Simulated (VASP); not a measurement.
# Ti3Ga (Fm-3m) in VASP: further runs, part 2 of 2

VASP 6.6.1. Earlier steps stand in the parts before.

## Step 4: Single point, LDA

This run uses another cell than the first one, of 17.00 Å³/atom.

File INCAR:

```
SYSTEM = Ti3Ga
  ALGO = Normal
  EDIFF = 1E-6
  ENCUT = 520
  GGA = CA
  ISIF = 2
  ISMEAR = 0
  LASPH = .TRUE.
  LCHARG = .TRUE.
  LELF = .TRUE.
  LREAL = .FALSE.
  LVHAR = .TRUE.
  LWAVE = .FALSE.
  NBANDS = 32
  NELM = 80
  PREC = Accurate
  SIGMA = 0.1
```

File KPOINTS:

```
k-points
0
G
  6 6 6
  0 0 0
```

File POSCAR:

```
Ti3Ga
1.0
    0.0000000000      3.2397798256      3.2397798256
    3.2397798256      0.0000000000      3.2397798256
    3.2397798256      3.2397798256      0.0000000000
Ti Ga
3 1
Direct
    0.7500000000      0.7500000000      0.7500000000
    0.0000000000      0.0000000000      0.0000000000
    0.2500000000      0.2500000000      0.2500000000
    0.5000000000      0.5000000000      0.5000000000
```

Potentials or basis: VASP PAW LDA potentials, release 64 (Ti_sv, Ga_d).

On the command line:

```bash
$ cat potpaw_LDA.64/Ti_sv/POTCAR potpaw_LDA.64/Ga_d/POTCAR > POTCAR
$ mpirun -np 1 vasp_std > vasp.out
```

OUTCAR:

```text
SYSTEM = Ti3Ga
   EDIFF = 1E-6
   ENCUT = 520
   GGA = CA
   ISIF = 2
   ISMEAR = 0
   LASPH = .TRUE.
   LREAL = .FALSE.
   NELM = 80
   PREC = Accurate

 ion  position               nearest neighbor table
   1  0.750  0.750  0.750-   2 2.81   4 2.81   4 2.81   4 2.81   4 2.81   2 2.81   2 2.81   2 2.81

   2  0.000  0.000  0.000-   1 2.81   3 2.81   1 2.81   1 2.81   1 2.81   3 2.81   3 2.81   3 2.81

   3  0.250  0.250  0.250-   2 2.81   4 2.81   2 2.81   2 2.81   2 2.81   4 2.81   4 2.81   4 2.81

   4  0.500  0.500  0.500-   1 2.81   3 2.81   3 2.81   3 2.81   3 2.81   1 2.81   1 2.81   1 2.81

  LATTYP: Found a face centered cubic cell.
 ALAT       =     6.4795596512

  Lattice vectors:

 A1 = (   0.0000000000,   3.2397798256,   3.2397798256)
 A2 = (   3.2397798256,   0.0000000000,   3.2397798256)
 A3 = (   3.2397798256,   3.2397798256,   0.0000000000)

Analysis of symmetry for initial positions (statically):
[... 165 lines left out ...]
  free energy    TOTEN  =       -29.88616864 eV

  energy without entropy =      -29.84367361  energy(sigma->0) =      -29.86492112

 E-fermi :   7.5876     XC(G=0): -11.8847

 val. band max:        7.5688177907   @ k =  -0.3333   0.5000   0.1667
 cond. band min:       7.5959761374   @ k =   0.5000   0.3333   0.0000
 fundamental gap:      0.0271583467
 Fermi energy:         7.5875518641

 k-point     1 :       0.0000    0.0000    0.0000
  band No.  band energies     occupation
      1     -48.4194      2.00000
      2     -48.3615      2.00000
      3     -48.0355      2.00000
      4     -25.0861      2.00000
      5     -25.0861      2.00000
      6     -25.0861      2.00000
[... 549 lines left out ...]
     31       9.9450      0.00000
     32      10.0333      0.00000

------------------------ aborting loop because EDIFF is reached ----------------------------------------

  FORCE on cell =-STRESS in cart. coord.  units (eV):
  Direction    XX          YY          ZZ          XY          YZ          ZX
  --------------------------------------------------------------------------------------
  -------------------------------------------------------------------------------------
  Total       -5.2497205     -5.2497205     -5.2497205      0.0000000     -0.0000000     -0.0000000
  in kB     -123.6716857   -123.6716857   -123.6716857      0.0000000     -0.0000000     -0.0000000
  external PRESSURE =    -123.6716857 kB  Pullay stress =       0.0000000 kB

 VOLUME and BASIS-vectors are now :
 -----------------------------------------------------------------------------
  energy-cutoff  :      520.00
  volume of cell :       68.01
      direct lattice vectors                 reciprocal lattice vectors
     0.000000000  3.239779826  3.239779826    -0.154331475  0.154331475  0.154331475
     3.239779826  0.000000000  3.239779826     0.154331475 -0.154331475  0.154331475
     3.239779826  3.239779826  0.000000000     0.154331475  0.154331475 -0.154331475

 POSITION                                       TOTAL-FORCE (eV/Angst)
 -----------------------------------------------------------------------------------
      4.85967      4.85967      4.85967        -0.000000     -0.000000     -0.000000
      0.00000      0.00000      0.00000         0.000000      0.000000      0.000000
      1.61989      1.61989      1.61989         0.000000      0.000000      0.000000
      3.23978      3.23978      3.23978         0.000000      0.000000      0.000000
 -----------------------------------------------------------------------------------
    total drift:                                0.000000      0.000000      0.000000

  FREE ENERGIE OF THE ION-ELECTRON SYSTEM (eV)
  ---------------------------------------------------
  free  energy   TOTEN  =       -29.8861686357 eV

  energy  without entropy=      -29.8436736127  energy(sigma->0) =      -29.86492112
```

OSZICAR:

```text
N       E                     dE             d eps       ncg     rms          rms(c)
DAV:   1     0.535957575562E+03    0.53596E+03   -0.24220E+04  1032   0.222E+03
DAV:   2     0.344551293108E+02   -0.50150E+03   -0.48951E+03  1040   0.577E+02
DAV:   3    -0.266638413572E+02   -0.61119E+02   -0.58702E+02  1504   0.172E+02
DAV:   4    -0.332244881601E+02   -0.65606E+01   -0.64384E+01  1600   0.471E+01
DAV:   5    -0.335047821021E+02   -0.28029E+00   -0.27996E+00  1448   0.874E+00    0.142E+01
DAV:   6    -0.298594544493E+02    0.36453E+01   -0.18262E+01  1320   0.304E+01    0.303E+00
DAV:   7    -0.299009986315E+02   -0.41544E-01   -0.13727E+00  1488   0.780E+00    0.268E+00
DAV:   8    -0.299092617374E+02   -0.82631E-02   -0.33915E-01  1352   0.528E+00    0.257E+00
DAV:   9    -0.298845355557E+02    0.24726E-01   -0.17757E-01  1320   0.427E+00    0.473E-01
DAV:  10    -0.298855514376E+02   -0.10159E-02   -0.38348E-02  1432   0.149E+00    0.157E-01
DAV:  11    -0.298860360138E+02   -0.48458E-03   -0.39533E-03  1504   0.394E-01    0.670E-02
DAV:  12    -0.298861733110E+02   -0.13730E-03   -0.35584E-04  1568   0.121E-01    0.301E-02
DAV:  13    -0.298861693567E+02    0.39543E-05   -0.12732E-04  1456   0.689E-02    0.605E-03
DAV:  14    -0.298861689325E+02    0.42413E-06   -0.10571E-05  1160   0.240E-02    0.436E-03
DAV:  15    -0.298861686357E+02    0.29686E-06   -0.75502E-07   856   0.956E-03
   1 F= -.29886169E+02 E0= -.29864921E+02  d E =-.424950E-01
```

stdout:

```text
POSCAR found type information on POSCAR TiGa
 POSCAR found :  2 types and       4 ions
 scaLAPACK will be used
 LDA part: xc-table for (Slater(with rela. corr.)+CA(PZ))
 , standard interpolation
 POSCAR, INCAR and KPOINTS ok, starting setup
 FFT: planning ... GRIDC
 FFT: planning ... GRID_SOFT
 FFT: planning ... GRID
 WAVECAR not read
 entering main loop
```

Wall time 74 s (1 thread of Intel Xeon 8259CL, shared host); peak memory 0.18 GiB.

What came out:

| Quantity | Value |
| --- | --- |
| Free energy | -29.8862 eV |
| Pressure | -12.4 GPa |
| Band gap on the k mesh | zero (an odd number of electrons rules out a gap without spin polarisation) |

Caveat: the cell stands under tension.

## Step 5: Single point, LDA

This run uses another cell than the first one, of 17.33 Å³/atom.

File INCAR:

```
SYSTEM = Ti3Ga
PREC = Accurate ; ENCUT = 520
EDIFF = 1E-7 ; ISMEAR = 0
SIGMA = 0.1 ; LREAL = .False.
LASPH = .True. ; NELM = 60
ALGO = Normal ; ISIF = 2
LWAVE = .False. ; LCHARG = .True.
LELF = .True. ; LVHAR = .True.
NBANDS = 32
```

File KPOINTS:

```
regular mesh
0
Gamma
  6 6 6
  0 0 0
```

File POSCAR:

```
Ti3Ga
1.0
    0.0000000000      3.2604159223      3.2604159223
    3.2604159223      0.0000000000      3.2604159223
    3.2604159223      3.2604159223      0.0000000000
Ti Ga
3 1
Direct
    0.7500000000      0.7500000000      0.7500000000
    0.0000000000      0.0000000000      0.0000000000
    0.2500000000      0.2500000000      0.2500000000
    0.5000000000      0.5000000000      0.5000000000
```

Potentials or basis: VASP PAW LDA potentials, release 64 (Ti_sv, Ga_d).

On the command line:

```bash
$ cat potpaw_LDA.64/Ti_sv/POTCAR potpaw_LDA.64/Ga_d/POTCAR > POTCAR
$ mpirun -np 1 vasp_std > vasp.out
```

OUTCAR:

```text
SYSTEM = Ti3Ga
   PREC = Accurate
   ENCUT = 520
   EDIFF = 1E-7
   ISMEAR = 0
   LREAL = .False.
   LASPH = .True.
   NELM = 60
   ISIF = 2

 ion  position               nearest neighbor table
   1  0.750  0.750  0.750-   4 2.82   4 2.82   4 2.82   2 2.82   4 2.82   2 2.82   2 2.82   2 2.82

   2  0.000  0.000  0.000-   1 2.82   1 2.82   1 2.82   1 2.82   3 2.82   3 2.82   3 2.82   3 2.82

   3  0.250  0.250  0.250-   2 2.82   2 2.82   2 2.82   2 2.82   4 2.82   4 2.82   4 2.82   4 2.82

   4  0.500  0.500  0.500-   3 2.82   3 2.82   3 2.82   1 2.82   3 2.82   1 2.82   1 2.82   1 2.82

  LATTYP: Found a face centered cubic cell.
 ALAT       =     6.5208318446

  Lattice vectors:

 A1 = (   0.0000000000,   3.2604159223,   3.2604159223)
 A2 = (   3.2604159223,   0.0000000000,   3.2604159223)
 A3 = (   3.2604159223,   3.2604159223,   0.0000000000)

Analysis of symmetry for initial positions (statically):
=====================================================================
 Subroutine PRICEL returns:
 Original cell was already a primitive cell.

 Routine SETGRP: Setting up the symmetry group for a
 face centered cubic supercell.

[... 162 lines left out ...]
 E-fermi :   7.3945     XC(G=0): -11.7907

 val. band max:        7.3825902128   @ k =  -0.3333   0.5000   0.1667
 cond. band min:       7.4001977497   @ k =  -0.3333   0.1667   0.0000
 fundamental gap:      0.0176075369
 Fermi energy:         7.3944668172

 k-point     1 :       0.0000    0.0000    0.0000
  band No.  band energies     occupation
      1     -48.6482      2.00000
      2     -48.5961      2.00000
      3     -48.2717      2.00000
      4     -25.3113      2.00000
      5     -25.3113      2.00000
      6     -25.3113      2.00000
[... 549 lines left out ...]
     31       9.6997      0.00000
     32       9.7873      0.00000

------------------------ aborting loop because EDIFF is reached ----------------------------------------

  FORCE on cell =-STRESS in cart. coord.  units (eV):
  Direction    XX          YY          ZZ          XY          YZ          ZX
  --------------------------------------------------------------------------------------
  -------------------------------------------------------------------------------------
  Total       -5.9987159     -5.9987159     -5.9987159     -0.0000000     -0.0000000      0.0000000
  in kB     -138.6499968   -138.6499968   -138.6499968     -0.0000000     -0.0000000      0.0000000
  external PRESSURE =    -138.6499968 kB  Pullay stress =       0.0000000 kB

 VOLUME and BASIS-vectors are now :
 -----------------------------------------------------------------------------
  energy-cutoff  :      520.00
  volume of cell :       69.32
      direct lattice vectors                 reciprocal lattice vectors
     0.000000000  3.260415922  3.260415922    -0.153354668  0.153354668  0.153354668
     3.260415922  0.000000000  3.260415922     0.153354668 -0.153354668  0.153354668
     3.260415922  3.260415922  0.000000000     0.153354668  0.153354668 -0.153354668

 POSITION                                       TOTAL-FORCE (eV/Angst)
 -----------------------------------------------------------------------------------
      4.89062      4.89062      4.89062         0.000000     -0.000000     -0.000000
      0.00000      0.00000      0.00000         0.000000      0.000000     -0.000000
      1.63021      1.63021      1.63021        -0.000000      0.000000      0.000000
      3.26042      3.26042      3.26042         0.000000      0.000000     -0.000000
 -----------------------------------------------------------------------------------
    total drift:                                0.000000      0.000000      0.000000

  FREE ENERGIE OF THE ION-ELECTRON SYSTEM (eV)
  ---------------------------------------------------
  free  energy   TOTEN  =       -29.7793447013 eV

  energy  without entropy=      -29.7358246985  energy(sigma->0) =      -29.75758470
```

stdout:

```text
POSCAR found type information on POSCAR TiGa
 POSCAR found :  2 types and       4 ions
 scaLAPACK will be used
 LDA part: xc-table for (Slater(with rela. corr.)+CA(PZ))
 , standard interpolation
 POSCAR, INCAR and KPOINTS ok, starting setup
 FFT: planning ... GRIDC
 FFT: planning ... GRID_SOFT
 FFT: planning ... GRID
 WAVECAR not read
 entering main loop
```

Run time: 81 s. Hardware: 1 thread of Intel Xeon 8259CL, shared host; peak memory 0.18 GiB.

Results:

| Property | Result |
| --- | --- |
| Free energy | -29.7793 eV |
| Pressure | -13.9 GPa |
| Band gap on the k mesh | zero (an odd number of electrons rules out a gap without spin polarisation) |

Caveat: the cell stands under tension.

## Step 6: Overview

```tsv
cell	gap on the mesh (eV)	pressure (GPa)
a = 4.430 Å, angles 60.0°, 4 atoms	none	-2.0
a = 4.552 Å, angles 60.0°, 4 atoms	none	-10.7
a = 4.582 Å, angles 60.0°, 4 atoms	none	-12.4
a = 4.611 Å, angles 60.0°, 4 atoms	none	-13.9
```

Alike in all rows: task single point; level LDA; potentials or basis VASP PAW LDA potentials, release 64 (Ti_sv, Ga_d); no spin polarisation; k mesh 6 × 6 × 6; cutoff (eV) 520; smearing gaussian 0.1 eV.

Caveats: the cell stands under tension (at least some runs).

Total energies depend on the potentials used, so only differences within one code and one set of settings carry meaning.
